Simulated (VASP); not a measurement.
# MoS (Pm-3m) in VASP: notebook

Runs on MoS. Level: PBE. Tasks: single point, relaxation of cell and atoms.

Everything below comes from runs of VASP 6.6.1. Logs are shortened: lines on timing, memory, paths and dates and some standing lists are left out, and cuts for length are marked.

**1. The cell of the first run**

It takes space group Pm-3m (No. 221, cubic). The conventional cell has a = 3.005 Å, b = 3.005 Å, c = 3.005 Å, α = 90.00°, β = 90.00°, γ = 90.00°. Within 3.4 Å of Mo (site symmetry m-3m) lie 8 S at 2.60 Å and 6 Mo at 3.00 Å. S (site symmetry m-3m) has 8 Mo at 2.60 Å and 6 S at 3.00 Å within 3.4 Å.

**2. Single point, PBE**

The input, INCAR:

```
SYSTEM = MoS
ALGO = Normal
EDIFF = 1E-6
ENCUT = 520
GGA = PE
ISIF = 2
ISMEAR = 0
LASPH = .TRUE.
LCHARG = .FALSE.
LREAL = .FALSE.
LWAVE = .FALSE.
NBANDS = 17
NELM = 80
PREC = Accurate
SIGMA = 0.1
```

The input, KPOINTS:

```
k-points
0
G
  18 18 18
  0 0 0
```

The input, POSCAR:

```
MoS
1.0
    3.0048540479      0.0000000000      0.0000000000
    0.0000000000      3.0048540479      0.0000000000
    0.0000000000      0.0000000000      3.0048540479
Mo S
1 1
Direct
    0.0000000000      0.0000000000      0.0000000000
    0.5000000000      0.5000000000      0.5000000000
```

Potentials or basis: VASP PAW PBE potentials, release 64 (Mo_sv, S).

On the command line:

```
> cat potpaw_PBE.64/Mo_sv/POTCAR potpaw_PBE.64/S/POTCAR > POTCAR
> mpirun -np 1 vasp_std > vasp.out
```

OUTCAR:

```text
SYSTEM = MoS
   EDIFF = 1E-6
   ENCUT = 520
   GGA = PE
   ISIF = 2
   ISMEAR = 0
   LASPH = .TRUE.
   LREAL = .FALSE.
   NELM = 80
   PREC = Accurate

 ion  position               nearest neighbor table
   1  0.000  0.000  0.000-   2 2.60   2 2.60   2 2.60   2 2.60   2 2.60   2 2.60   2 2.60   2 2.60

   2  0.500  0.500  0.500-   1 2.60   1 2.60   1 2.60   1 2.60   1 2.60   1 2.60   1 2.60   1 2.60

  LATTYP: Found a simple cubic cell.
 ALAT       =     3.0048540479

  Lattice vectors:

 A1 = (   3.0048540479,   0.0000000000,   0.0000000000)
 A2 = (   0.0000000000,   3.0048540479,   0.0000000000)
 A3 = (   0.0000000000,   0.0000000000,   3.0048540479)

Analysis of symmetry for initial positions (statically):
=====================================================================
 Subroutine PRICEL returns:
 Original cell was already a primitive cell.

 Routine SETGRP: Setting up the symmetry group for a
 simple cubic supercell.

 Subroutine GETGRP returns: Found 48 space group operations
 (whereof 48 operations were pure point group operations)
 out of a pool of 48 trial point group operations.

The static configuration has the point symmetry O_h .

Analysis of symmetry for dynamics (positions and initial velocities):
=====================================================================
 Subroutine PRICEL returns:
 Original cell was already a primitive cell.

 Routine SETGRP: Setting up the symmetry group for a
 simple cubic supercell.

 Subroutine GETGRP returns: Found 48 space group operations
 (whereof 48 operations were pure point group operations)
 out of a pool of 48 trial point group operations.

The dynamic configuration has the point symmetry O_h .

 Subroutine INISYM returns: Found 48 space group operations
 (whereof 48 operations are pure point group operations),
 and found     1 'primitive' translations

----------------------------------------------------------------------------------------

                                     Primitive cell

  volume of cell :      27.1313

  direct lattice vectors                    reciprocal lattice vectors
     3.004854048  0.000000000  0.000000000     0.332794866  0.000000000  0.000000000
     0.000000000  3.004854048  0.000000000     0.000000000  0.332794866  0.000000000
     0.000000000  0.000000000  3.004854048     0.000000000  0.000000000  0.332794866

  length of vectors
     3.004854048  3.004854048  3.004854048     0.332794866  0.332794866  0.332794866

[... 75 lines left out ...]
   LNONCOLLINEAR =      F non collinear calculations
   LSORBIT =      F    spin-orbit coupling
   LASPH  =      T    aspherical Exc in radial PAW
   ENCUT  =  520.0 eV  38.22 Ry    6.18 a.u.   5.59  5.59  5.59*2*pi/ulx,y,z
   NELM   =     80;   NELMIN=  2; NELMDL= -5     # of ELM steps
   EDIFF  = 0.1E-05   stopping-criterion for ELM
   LREAL  =      F    real-space projection
   EDIFFG = 0.1E-04   stopping-criterion for IOM
   NSW    =      0    number of steps for IOM
   IBRION =     -1    ionic relax: 0-MD 1-quasi-New 2-CG
   NFREE  =      0    steps in history (QN), initial steepest desc. (CG)
   ISIF   =      2    stress and relaxation
   ISYM   =      2    0-nonsym 1-usesym 2-fastsym
   POTIM  = 0.5000    time-step for ionic-motion
   TEBEG  =    0.0;   TEEND  =   0.0 temperature during run
   PSTRESS=    0.0 pullay stress
   NELECT =      20.0000    total number of electrons
   NUPDOWN=      -1.0000    fix difference up-down
   EMIN   =  10.00;   EMAX   =-10.00  energy-range for DOS
   EFERMI =   0.00;   METHOD = LEGACY
   ISMEAR =     0;   SIGMA  =   0.10  broadening in eV -4-tet -1-fermi 0-gaus
   EFERMI_NEDOS =   21; number of points for ismear=-14 and -15
   IALGO  =     38    algorithm
   IMIX   =      4    mixing-type and parameters
     AMIX     =   0.40;   BMIX     =  1.00
     AMIX_MAG =   1.60;   BMIX_MAG =  1.00
  volume/ion in A,a.u.               =      13.57        91.55
  Fermi-wavevector in a.u.,A,eV,Ry     =   1.478864  2.794647 29.756452  2.187037
  Thomas-Fermi vector in A             =   2.593092
   LORBIT       =      0    0 simple, 1 ext, 2 COOP (PROOUT), +10 PAW based schemes
   GGA     = PE    functional components
   LHFCALC =     F    Hartree Fock is set to
   AEXX    =    0.0000 exact exchange contribution
   IVDW    =     0    specifies the selected vdW correction
   LEPSILON=     F    determine dielectric tensor
   LRPA    =     F    only Hartree local field effects (RPA)
 non-spin polarized calculation
 Gauss-broadening in eV      SIGMA  =   0.10
  energy-cutoff  :      520.00
  volume of cell :       27.13
 maximum number of plane-waves:       743
 NGX is ok and might be reduce to    24
   NGX = 11   NGY = 11   NGZ = 11

 number of electron      20.0000005 magnetization

 Free energy of the ion-electron system (eV)
  ---------------------------------------------------
  ext. energy  EPLUGINS =         0.00000000
  ---------------------------------------------------
  free energy    TOTEN  =       -15.35216903 eV

  energy without entropy =      -15.34644203  energy(sigma->0) =      -15.34930553

 E-fermi :  13.0578     XC(G=0): -13.0693

 val. band max:       13.0452307525   @ k =   0.5000   0.3889   0.2222
 cond. band min:      13.0588836967   @ k =   0.3333   0.3333   0.1667
 fundamental gap:      0.0136529442
 Fermi energy:        13.0578466644

 k-point     1 :       0.0000    0.0000    0.0000
  band No.  band energies     occupation
      1     -48.2116      2.00000
      2     -22.1384      2.00000
      3     -22.1384      2.00000
      4     -22.1384      2.00000
      5      -3.7922      2.00000
      6       8.8862      2.00000
[... 457 lines left out ...]
      4     -22.1004      2.00000
      5      -2.3378      2.00000
      6       5.1554      2.00000
[... 9 lines left out ...]
     16      22.4203      0.00000
     17      23.3909      0.00000

 [... further k-points ...]
[... 5 lines left out ...]
  --------------------------------------------------------------------------------------
  -------------------------------------------------------------------------------------
  Total        0.0266947      0.0266947      0.0266947     -0.0000000      0.0000000     -0.0000000
  in kB        1.5763941      1.5763941      1.5763941     -0.0000000      0.0000000     -0.0000000
  external PRESSURE =       1.5763941 kB  Pullay stress =       0.0000000 kB

 VOLUME and BASIS-vectors are now :
 -----------------------------------------------------------------------------
  energy-cutoff  :      520.00
  volume of cell :       27.13
      direct lattice vectors                 reciprocal lattice vectors
     3.004854048  0.000000000  0.000000000     0.332794866  0.000000000  0.000000000
     0.000000000  3.004854048  0.000000000     0.000000000  0.332794866  0.000000000
     0.000000000  0.000000000  3.004854048     0.000000000  0.000000000  0.332794866

 POSITION                                       TOTAL-FORCE (eV/Angst)
 -----------------------------------------------------------------------------------
      0.00000      0.00000      0.00000         0.000000      0.000000      0.000000
      1.50243      1.50243      1.50243         0.000000      0.000000      0.000000
 -----------------------------------------------------------------------------------
    total drift:                                0.000000      0.000000      0.000000

  FREE ENERGIE OF THE ION-ELECTRON SYSTEM (eV)
  ---------------------------------------------------
  free  energy   TOTEN  =       -15.3521690302 eV

  energy  without entropy=      -15.3464420265  energy(sigma->0) =      -15.34930553
```

Wall time 63 s (1 thread of Intel Xeon 8259CL, shared host); peak memory 0.21 GiB.

What came out:

- Free energy: -15.3522 eV
- Pressure: 0.2 GPa
- Band gap on the k mesh: zero (band 10 reaches 15.92 eV, above the bottom of band 11 at 11.87 eV)

Levels at points of the mesh, in eV from the Fermi level:
| k point | band 6 | band 7 | band 8 | band 9 | band 10 | band 11 | band 12 | band 13 | band 14 | band 15 |
| --- | --- | --- | --- | --- | --- | --- | --- | --- | --- | --- |
| (0.00, 0.00, 0.00) | -4.17 | -4.17 | -2.44 | -2.44 | -2.44 | 0.77 | 0.77 | 0.77 | 4.32 | 9.32 |
| (0.50, 0.00, 0.00) | -9.29 | -4.30 | -4.30 | -2.99 | 1.28 | 2.20 | 4.14 | 4.14 | 4.73 | 6.41 |
| (0.50, 0.50, 0.00) | -6.58 | -6.58 | -3.54 | -1.19 | -1.18 | -1.18 | 0.43 | 2.72 | 5.71 | 10.94 |
| (0.50, 0.50, 0.50) | -8.34 | -8.34 | -8.34 | 2.86 | 2.86 | 3.22 | 3.22 | 3.22 | 4.87 | 4.87 |

**3. Relaxation of cell and atoms, PBE**

The input, INCAR:

```
ALGO = Normal ; EDIFF = 1E-7
EDIFFG = -0.01 ; ENCUT = 600
GGA = PE ; IBRION = 2
ISIF = 3 ; ISMEAR = 0
LASPH = True ; LCHARG = False
LREAL = False ; LWAVE = False
NELM = 100 ; NSW = 100
PREC = Accurate ; SIGMA = 0.1
```

The input, KPOINTS:

```
k-points
0
Gamma
  18 18 18
```

The input, POSCAR:

```
MoS
1.0
    3.0044988602      0.0000000000      0.0000000000
    0.0000000000      3.0044988602      0.0000000000
    0.0000000000      0.0000000000      3.0044988602
Mo S
1 1
Direct
    0.0000000000      0.0000000000      0.0000000000
    0.5000000000      0.5000000000      0.5000000000
```

Potentials or basis: VASP PAW PBE potentials, release 64 (Mo_sv, S).

On the command line:

```
> cat potpaw_PBE.64/Mo_sv/POTCAR potpaw_PBE.64/S/POTCAR > POTCAR
> mpirun -np 1 vasp_std > vasp.out
```

Run time: 2.8 min. Hardware: 1 thread of Intel Xeon 8259CL, shared host; peak memory 0.23 GiB.

Results (log left out):

| Property | Result |
| --- | --- |
| Free energy | -15.3524 eV |
| Relaxed volume | 13.57 Å³/atom |
| Relaxed cell | a = 3.005 Å, b = 3.005 Å, c = 3.005 Å, α = 90.00°, β = 90.00°, γ = 90.00° |
| Space group after relaxing (to 0.05 Å) | Pm-3m (No. 221) |
| Energy gained by relaxing | 0.0 meV/atom |
| Ionic steps | 3 |
| Pressure after relaxing | 0.0 GPa |
| Band gap on the k mesh | zero (band 10 reaches 15.90 eV, above the bottom of band 11 at 11.87 eV) |

Final structure:
```
Mo S
1.0
     3.00544    0.00000    0.00000
     0.00000    3.00544    0.00000
     0.00000    0.00000    3.00544
Mo S
1 1
Direct
  0.00000 0.00000 0.00000
  0.50000 0.50000 0.50000
```

Levels at points of the mesh, in eV from the Fermi level:
| k point | band 7 | band 8 | band 9 | band 10 | band 11 | band 12 | band 13 | band 14 |
| --- | --- | --- | --- | --- | --- | --- | --- | --- |
| (0.00, 0.00, 0.00) | -4.17 | -2.44 | -2.44 | -2.44 | 0.77 | 0.77 | 0.77 | 4.31 |
| (0.50, 0.00, 0.00) | -4.30 | -4.30 | -2.99 | 1.28 | 2.20 | 4.14 | 4.14 | 4.74 |
| (0.50, 0.50, 0.00) | -6.58 | -3.54 | -1.19 | -1.18 | -1.18 | 0.42 | 2.72 | 5.70 |
| (0.50, 0.50, 0.50) | -8.34 | -8.34 | 2.85 | 2.85 | 3.22 | 3.22 | 3.22 | 4.87 |
